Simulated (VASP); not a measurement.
# C (I4_1/amd) in VASP: a series of runs

The runs below take C through single point, with PBEsol.

Everything below comes from runs of VASP 6.6.1. Logs are shortened: lines on timing, memory, paths and dates and some standing lists are left out, and cuts for length are marked.

## Step 1: The cell of the first run

The structure is tetragonal, space group I4_1/amd (No. 141). Conventional cell: a = 2.513 Å, b = 2.513 Å, c = 3.838 Å, α = 90.00°, β = 90.00°, γ = 90.00°. C (site symmetry -4m2) has 4 C at 1.58 Å within 2.1 Å.

## Step 2: Single point, PBEsol (strain +0.000 along x and y, +0.080 along z)

INCAR

```
SYSTEM = C
ALGO = Normal
EDIFF = 1E-6
ENCUT = 520
GGA = PS
ISIF = 2
ISMEAR = 0
LASPH = .True.
LCHARG = .False.
LREAL = .False.
LWAVE = .False.
NBANDS = 11
NELM = 80
PREC = Accurate
SIGMA = 0.05
```

KPOINTS

```
k-points
0
Gamma
  12 12 12
  0 0 0
```

POSCAR

```
C
1.0
    0.0000000000      1.7769046139      1.9190569830
    1.7769046139      0.0000000000      1.9190569830
    1.7769046139      1.7769046139      0.0000000000
C
2
Direct
    0.5000000000      0.5000000000      0.5000000000
    0.7500000000      0.7500000000      0.7500000000
```

Potentials or basis: VASP PAW PBE potentials, release 64 (C).

Started as:

```
cat potpaw_PBE.64/C/POTCAR > POTCAR
mpirun -np 1 vasp_std > vasp.out
```

OUTCAR:

```text
SYSTEM = C
   EDIFF = 1E-6
   ENCUT = 520
   GGA = PS
   ISIF = 2
   ISMEAR = 0
   LASPH = .True.
   LREAL = .False.
   NELM = 80
   PREC = Accurate

 ion  position               nearest neighbor table
   1  0.500  0.500  0.500-   2 1.58   2 1.58   2 1.58   2 1.58
   2  0.750  0.750  0.750-   1 1.58   1 1.58   1 1.58   1 1.58

  LATTYP: Found a body centered tetragonal cell.
 ALAT       =     2.5129226040
 C/A-ratio  =     1.5273506474

  Lattice vectors:

 A1 = (  -1.7769046139,   0.0000000000,   1.9190569830)
 A2 = (   1.7769046139,   0.0000000000,   1.9190569830)
 A3 = (   0.0000000000,   1.7769046139,  -1.9190569830)

Analysis of symmetry for initial positions (statically):
=====================================================================
 Subroutine PRICEL returns:
 Original cell was already a primitive cell.

 Routine SETGRP: Setting up the symmetry group for a
 body centered tetragonal supercell.

 Subroutine GETGRP returns: Found 16 space group operations
 (whereof  8 operations were pure point group operations)
 out of a pool of 16 trial point group operations.

The static configuration has the point symmetry D_2d.
 The point group associated with its full space group is D_4h.

Analysis of symmetry for dynamics (positions and initial velocities):
=====================================================================
 Subroutine PRICEL returns:
 Original cell was already a primitive cell.

 Routine SETGRP: Setting up the symmetry group for a
 body centered tetragonal supercell.

 Subroutine GETGRP returns: Found 16 space group operations
 (whereof  8 operations were pure point group operations)
 out of a pool of 16 trial point group operations.

The dynamic configuration has the point symmetry D_2d.
 The point group associated with its full space group is D_4h.

 Subroutine INISYM returns: Found 16 space group operations
 (whereof  8 operations are pure point group operations),
 and found     1 'primitive' translations

----------------------------------------------------------------------------------------

                                     Primitive cell

  volume of cell :      12.1184

  direct lattice vectors                    reciprocal lattice vectors
     0.000000000  1.776904614  1.919056983    -0.281388205  0.281388205  0.260544634
     1.776904614  0.000000000  1.919056983     0.281388205 -0.281388205  0.260544634
     1.776904614  1.776904614  0.000000000     0.281388205  0.281388205 -0.260544634

  length of vectors
     2.615371811  2.615371811  2.512922604     0.475649188  0.475649188  0.475649188

  position of ions in fractional coordinates (direct lattice)
     0.500000000  0.500000000  0.500000000
     0.750000000  0.750000000  0.750000000

  ion indices of the primitive-cell ions
   primitive index   ion index
                 1           1
                 2           2

----------------------------------------------------------------------------------------

 KPOINTS: k-points

Automatic generation of k-mesh.
 Grid dimensions read from file:
 generate k-points for:   12   12   12

 Generating k-lattice:

  Cartesian coordinates                     Fractional coordinates (reciprocal lattice)
    -0.023449017  0.023449017  0.021712053     0.083333333  0.000000000  0.000000000
     0.023449017 -0.023449017  0.021712053     0.000000000  0.083333333  0.000000000
     0.023449017  0.023449017 -0.021712053     0.000000000  0.000000000  0.083333333

  Length of vectors
     0.039637432  0.039637432  0.039637432

  Shift w.r.t. Gamma in fractional coordinates (k-lattice)
     0.000000000  0.000000000  0.000000000

 Subroutine IBZKPT returns following result:
 ===========================================

 Found    163 irreducible k-points:

 Following reciprocal coordinates:
            Coordinates               Weight
  0.000000  0.000000  0.000000      1.000000
  0.083333 -0.000000  0.000000      8.000000
  0.166667 -0.000000  0.000000      8.000000
  0.250000  0.000000  0.000000      8.000000
  0.333333 -0.000000  0.000000      8.000000
  0.416667  0.000000  0.000000      8.000000
[... 16 lines left out ...]
  0.500000  0.166667  0.000000      8.000000
 -0.416667  0.166667  0.000000      8.000000
 [... further k-points ...]
   k-points           NKPTS =    163   k-points in BZ     NKDIM =    163   number of bands    NBANDS=     11
   number of dos      NEDOS =    301   number of ions     NIONS =      2
   total plane-waves  NPLWV =   8000
   dimension x,y,z NGX =    20 NGY =   20 NGZ =   20
   dimension x,y,z NGXF=    40 NGYF=   40 NGZF=   40
   ions per type =               2
   NGX,Y,Z   is equivalent  to a cutoff of  12.71, 12.71, 13.23 a.u.
   NGXF,Y,Z  is equivalent  to a cutoff of  25.43, 25.43, 26.46 a.u.
 SYSTEM =  C
   PREC   = accura    normal or accurate (medium, high low for compatibility)
   ISTART =      0    job   : 0-new  1-cont  2-samecut
   ICHARG =      2    charge: 1-file 2-atom 10-const
   ISPIN  =      1    spin polarized calculation?
   LNONCOLLINEAR =      F non collinear calculations
   LSORBIT =      F    spin-orbit coupling
   LASPH  =      T    aspherical Exc in radial PAW
   ENCUT  =  520.0 eV  38.22 Ry    6.18 a.u.   4.86  4.86  4.67*2*pi/ulx,y,z
   NELM   =     80;   NELMIN=  2; NELMDL= -5     # of ELM steps
   EDIFF  = 0.1E-05   stopping-criterion for ELM
   LREAL  =      F    real-space projection
   EDIFFG = 0.1E-04   stopping-criterion for IOM
   NSW    =      0    number of steps for IOM
   IBRION =     -1    ionic relax: 0-MD 1-quasi-New 2-CG
   NFREE  =      0    steps in history (QN), initial steepest desc. (CG)
   ISIF   =      2    stress and relaxation
   ISYM   =      2    0-nonsym 1-usesym 2-fastsym
   POTIM  = 0.5000    time-step for ionic-motion
   TEBEG  =    0.0;   TEEND  =   0.0 temperature during run
   PSTRESS=    0.0 pullay stress
   NELECT =       8.0000    total number of electrons
   NUPDOWN=      -1.0000    fix difference up-down
   EMIN   =  10.00;   EMAX   =-10.00  energy-range for DOS
   EFERMI =   0.00;   METHOD = LEGACY
   ISMEAR =     0;   SIGMA  =   0.05  broadening in eV -4-tet -1-fermi 0-gaus
   EFERMI_NEDOS =   21; number of points for ismear=-14 and -15
   IALGO  =     38    algorithm
   IMIX   =      4    mixing-type and parameters
     AMIX     =   0.40;   BMIX     =  1.00
     AMIX_MAG =   1.60;   BMIX_MAG =  1.00
  volume/ion in A,a.u.               =       6.06        40.89
  Fermi-wavevector in a.u.,A,eV,Ry     =   1.425464  2.693736 27.646310  2.031946
  Thomas-Fermi vector in A             =   2.545845
   LORBIT       =      0    0 simple, 1 ext, 2 COOP (PROOUT), +10 PAW based schemes
   GGA     = PS    functional components
   LHFCALC =     F    Hartree Fock is set to
   AEXX    =    0.0000 exact exchange contribution
   IVDW    =     0    specifies the selected vdW correction
   LEPSILON=     F    determine dielectric tensor
   LRPA    =     F    only Hartree local field effects (RPA)
 non-spin polarized calculation
 Gauss-broadening in eV      SIGMA  =   0.05
  energy-cutoff  :      520.00
  volume of cell :       12.12
 maximum number of plane-waves:       340
   NGX =  9   NGY =  9   NGZ =  9

 number of electron       8.0000001 magnetization

 Free energy of the ion-electron system (eV)
  ---------------------------------------------------
  ext. energy  EPLUGINS =         0.00000000
  ---------------------------------------------------
  free energy    TOTEN  =       -19.03240037 eV

  energy without entropy =      -19.03240037  energy(sigma->0) =      -19.03240037

 E-fermi :   9.5227     XC(G=0): -13.1163

 val. band max:        9.1879718805   @ k =   0.0000   0.0000   0.0000
 cond. band min:      12.1503900540   @ k =   0.3333   0.0000   0.3333
 fundamental gap:      2.9624181735
 Fermi energy:         9.5227237117

 k-point     1 :       0.0000    0.0000    0.0000
  band No.  band energies     occupation
      1     -11.8674      2.00000
      2       7.9858      2.00000
      3       9.1880      2.00000
      4       9.1880      2.00000
      5      13.8942      0.00000
      6      13.8942      0.00000
      7      14.8019      0.00000
      8      20.5540      0.00000
      9      26.9753      0.00000
     10      32.0680      0.00000
     11      32.9314      0.00000

 k-point     2 :       0.0833   -0.0000    0.0000
  band No.  band energies     occupation
      1     -11.6825      2.00000
      2       7.3154      2.00000
      3       8.3778      2.00000
      4       8.9044      2.00000
      5      14.2970      0.00000
      6      14.3054      0.00000
      7      15.3829      0.00000
      8      20.7614      0.00000
      9      27.2927      0.00000
     10      30.4276      0.00000
     11      33.8838      0.00000

 k-point     3 :       0.1667   -0.0000    0.0000
  band No.  band energies     occupation
      1     -11.1303      2.00000
      2       5.1556      2.00000
      3       7.4139      2.00000
      4       8.3019      2.00000
      5      14.9000      0.00000
      6      15.2245      0.00000
      7      16.4316      0.00000
      8      21.3731      0.00000
      9      27.8878      0.00000
     10      29.5046      0.00000
     11      32.0134      0.00000

 k-point     4 :       0.2500    0.0000    0.0000
  band No.  band energies     occupation
      1     -10.2196      2.00000
      2       2.4820      2.00000
      3       6.6172      2.00000
      4       7.6962      2.00000
      5      15.2663      0.00000
      6      16.1607      0.00000
      7      17.2569      0.00000
      8      22.2440      0.00000
      9      28.1000      0.00000
     10      29.9540      0.00000
     11      31.1903      0.00000
[... 239 lines left out ...]
 k-point    22 :       0.4167    0.1667    0.0000
  band No.  band energies     occupation
      1      -8.0925      2.00000
      2      -0.3751      2.00000
      3       3.9273      2.00000
      4       5.6340      2.00000
      5      15.9552      0.00000
      6      18.5747      0.00000
      7      19.3214      0.00000
      8      21.6299      0.00000
      9      28.4204      0.00000
     10      29.0275      0.00000
     11      35.3236      0.00000

 k-point    23 :       0.5000    0.1667    0.0000
  band No.  band energies     occupation
      1      -6.5933      2.00000
      2      -2.5139      2.00000
      3       3.2215      2.00000
      4       5.7628      2.00000
      5      16.3456      0.00000
      6      18.5546      0.00000
      7      19.1338      0.00000
      8      23.0584      0.00000
      9      27.8018      0.00000
     10      30.6076      0.00000
     11      34.4108      0.00000

 k-point    24 :      -0.4167    0.1667    0.0000
  band No.  band energies     occupation
      1      -5.9094      2.00000
      2      -3.3235      2.00000
      3       2.8153      2.00000
      4       6.1460      2.00000
      5      16.8155      0.00000
      6      18.4481      0.00000
      7      18.6289      0.00000
      8      23.4076      0.00000
      9      27.8055      0.00000
     10      31.6662      0.00000
     11      32.2799      0.00000

 [... further k-points ...]
[... 5 lines left out ...]
  --------------------------------------------------------------------------------------
  -------------------------------------------------------------------------------------
  Total       -0.4113024     -0.4113024     -5.7695933      0.0000000     -0.0000000      0.0000000
  in kB      -54.3783131    -54.3783131   -762.7982539      0.0000000     -0.0000000      0.0000000
  external PRESSURE =    -290.5182934 kB  Pullay stress =       0.0000000 kB

 VOLUME and BASIS-vectors are now :
 -----------------------------------------------------------------------------
  energy-cutoff  :      520.00
  volume of cell :       12.12
      direct lattice vectors                 reciprocal lattice vectors
     0.000000000  1.776904614  1.919056983    -0.281388205  0.281388205  0.260544634
     1.776904614  0.000000000  1.919056983     0.281388205 -0.281388205  0.260544634
     1.776904614  1.776904614  0.000000000     0.281388205  0.281388205 -0.260544634

 POSITION                                       TOTAL-FORCE (eV/Angst)
 -----------------------------------------------------------------------------------
      1.77690      1.77690      1.91906         0.000000      0.000000      0.000000
      2.66536      2.66536      2.87859        -0.000000     -0.000000      0.000000
 -----------------------------------------------------------------------------------
    total drift:                                0.000000     -0.000000      0.000000

  FREE ENERGIE OF THE ION-ELECTRON SYSTEM (eV)
  ---------------------------------------------------
  free  energy   TOTEN  =       -19.0324003697 eV

  energy  without entropy=      -19.0324003697  energy(sigma->0) =      -19.03240037
```

Wall time 28 s (1 thread of Intel Xeon 8259CL, shared host); peak memory 0.13 GiB.

What came out:

```yaml
Free_energy: -19.0324 eV
Pressure: -29.1 GPa
Band_gap_on_the_k_mesh: 2.96 eV, indirect (least direct gap 4.71 eV)
```

Levels at points of the mesh, in eV from the valence-band top:
```
           k point  band 1  band 2  band 3  band 4  band 5  band 6  band 7  band 8
(0.00, 0.00, 0.00)  -21.06   -1.20    0.00    0.00    4.71    4.71    5.61   11.37
(0.50, 0.00, 0.00)  -15.57  -13.14   -3.72   -2.35    6.13    7.98    8.84   14.52
(0.50, 0.50, 0.00)  -13.45  -13.45   -5.60   -5.60    5.22    5.22   15.08   15.08
(0.50, 0.00, 0.50)  -12.33  -12.33   -6.66   -6.66    3.53    3.53   15.25   15.25
```

Caveat: the cell differs from its parent crystal (strain +0.000 along x and y, +0.080 along z); the PAW data sets were made with another functional, which shifts forces and pressure a little.

## Step 3: Single point, PBEsol (strain +0.040 along x and y, +0.000 along z)

INCAR

```
SYSTEM = C
PREC     = Accurate       ! precision mode
ENCUT    = 520            ! plane-wave cutoff, eV
EDIFF    = 1E-6           ! SCF threshold, eV
ISMEAR   = 0              ! smearing method
SIGMA    = 0.05           ! smearing width, eV
LREAL    = .FALSE.        ! projectors in reciprocal space
LASPH    = .TRUE.         ! aspherical terms in the spheres
NELM     = 80             ! most SCF steps
ALGO     = Normal         ! electronic algorithm
ISIF     = 2              ! what is computed and relaxed
LWAVE    = .FALSE.        ! write WAVECAR
LCHARG   = .TRUE.         ! write CHGCAR
GGA      = PS             ! functional
LELF     = .TRUE.         ! ELF
LVHAR    = .TRUE.       
NBANDS   = 11             ! bands
```

KPOINTS

```
Automatic mesh
0
G
  12 12 12
  0 0 0
```

POSCAR

```
C
1.0
    0.0000000000      1.8479807985      1.7769046139
    1.8479807985      0.0000000000      1.7769046139
    1.8479807985      1.8479807985      0.0000000000
C
2
Direct
    0.5000000000      0.5000000000      0.5000000000
    0.7500000000      0.7500000000      0.7500000000
```

Potentials or basis: VASP PAW PBE potentials, release 64 (C).

Started as:

```
cat potpaw_PBE.64/C/POTCAR > POTCAR
mpirun -np 1 vasp_std > vasp.out
```

Wall time 28 s (1 thread of Intel Xeon 8259CL, shared host); peak memory 0.13 GiB.

Results (log left out):

```yaml
Free_energy: -19.1311 eV
Pressure: -29.7 GPa
Band_gap_on_the_k_mesh: 2.95 eV, indirect (least direct gap 4.70 eV)
```

Stress tensor (GPa, compression positive):
```
-40.45   0.00   0.00
  0.00 -40.45   0.00
  0.00   0.00  -8.32
```

Levels at points of the mesh, in eV from the valence-band top:
| k point | band 1 | band 2 | band 3 | band 4 | band 5 | band 6 | band 7 | band 8 |
| --- | --- | --- | --- | --- | --- | --- | --- | --- |
| (0.00, 0.00, 0.00) | -20.99 | -0.54 | -0.54 | 0.00 | 4.70 | 5.16 | 5.16 | 11.48 |
| (0.50, 0.00, 0.00) | -15.54 | -13.09 | -3.32 | -2.68 | 7.05 | 7.59 | 8.41 | 14.53 |
| (0.50, 0.50, 0.00) | -12.28 | -12.28 | -6.66 | -6.66 | 3.53 | 3.53 | 15.54 | 15.54 |
| (0.50, 0.00, 0.50) | -12.86 | -12.86 | -6.10 | -6.10 | 4.40 | 4.40 | 15.29 | 15.29 |

Caveat: the cell differs from its parent crystal (strain +0.040 along x and y, +0.000 along z); the PAW data sets were made with another functional, which shifts forces and pressure a little.
